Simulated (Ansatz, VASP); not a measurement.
LaCuTe2: VASP beside Ansatz

```xyz
4
Lattice="2.2379 1.2920 6.7495 -2.2379 1.2920 6.7495 0.0000 -2.5841 6.7495" Properties=species:S:1:pos:R:3 pbc="T T T"
Cu    2.2379    1.2920    6.7495
La    0.0000    0.0000   10.1243
Te    0.0000    0.0000    5.2826
Te    0.0000    0.0000   14.9660
```

Alike in both runs: task single point; functional PBE; k mesh 4 × 4 × 4; no spin polarisation.

|  | VASP | Ansatz |
| --- | --- | --- |
| version | VASP 6.6.1 | Ansatz 0.2.0 |
| potentials or method | VASP PAW PBE potentials, release 64 (Cu, La, Te) | plane waves, PAW |
| plane-wave cutoff (eV) | 520 | 420 |
| occupations | gaussian, width 0.01 eV | fixed |
| valence electrons in the cell | 34 | 62 |

Ansatz gave:

```
gap on the k mesh at the Fermi level (eV)                     : 0.80
pressure (GPa)                                                : 0.1
traceless stress, the component that is largest in VASP (GPa) : -0.24
rms of the force components (eV/Å)                            : 0.039
```

What did VASP give for the same quantities?

gap on the k mesh at the Fermi level (eV): 0.79; pressure (GPa): 0.1; traceless stress, the component that is largest in VASP (GPa): -0.22; rms of the force components (eV/Å): 0.035.

Atom by atom the forces differ by 0.004 eV/Å (rms over components). VASP's potentials hold 34 valence electrons a cell and Ansatz's 62, so a difference there can come from the potentials and not from the codes.

Neither program's run includes spin-orbit coupling.
